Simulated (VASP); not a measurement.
A run of VASP 6.6.1:

Contents of POSCAR:

```
TaN
1.0
    0.0000000000      2.2113230000      2.2113230000
    2.2113230000      0.0000000000      2.2113230000
    2.2113230000      2.2113230000      0.0000000000
Ta N
1 1
Direct
    0.5000000000      0.5000000000      0.5000000000
    0.0000000000      0.0000000000      0.0000000000
```

Contents of INCAR.step1:

```
  ALGO = Normal
  EDIFF = 1E-4
  ENCUT = 520
  GGA = PE
  ISMEAR = -1
  LASPH = T
  LCHARG = F
  LDAU = T
  LDAUJ = 0 0
  LDAUL = 2 -1
  LDAUTYPE = 2
  LDAUU = 3 0
  LMAXMIX = 4
  LREAL = F
  LWAVE = T
  NBANDS = 15
  NELM = 150
  PREC = Accurate
  SIGMA = 0.05
```

The input INCAR.step2:

```
  ALGO = Normal
  EDIFF = 1E-6
  ENCUT = 520
  ISIF = 2
  ISMEAR = -1
  ISTART = 1
  LASPH = T
  LCHARG = T
  LDAU = T
  LDAUJ = 0 0
  LDAUL = 2 -1
  LDAUPRINT = 1
  LDAUTYPE = 2
  LDAUU = 3 0
  LELF = T
  LMAXMIX = 4
  LMIXTAU = T
  LREAL = F
  LVHAR = T
  LWAVE = F
  METAGGA = R2SCAN
  NBANDS = 15
  NELM = 150
  PREC = Accurate
  SIGMA = 0.05
```

Contents of KPOINTS:

```
k-points
0
Gamma
  10 10 10
```

Potentials or basis: VASP PAW PBE potentials, release 64 (Ta_pv, N).

Command:

```sh
$ cat potpaw_PBE.64/Ta_pv/POTCAR potpaw_PBE.64/N/POTCAR > POTCAR
$ cp INCAR.step1 INCAR
$ mpirun -np 1 vasp_std > vasp.out
$ cp INCAR.step2 INCAR
$ mpirun -np 1 vasp_std > vasp.out
```

Hardware: 1 thread of Intel Xeon 6975P-C, on a shared host.

How long does it take, and how much memory?

Run time: 28 s on 1 thread of Intel Xeon 6975P-C, on a shared host, peak memory 0.15 GiB. Counts: k points 47.
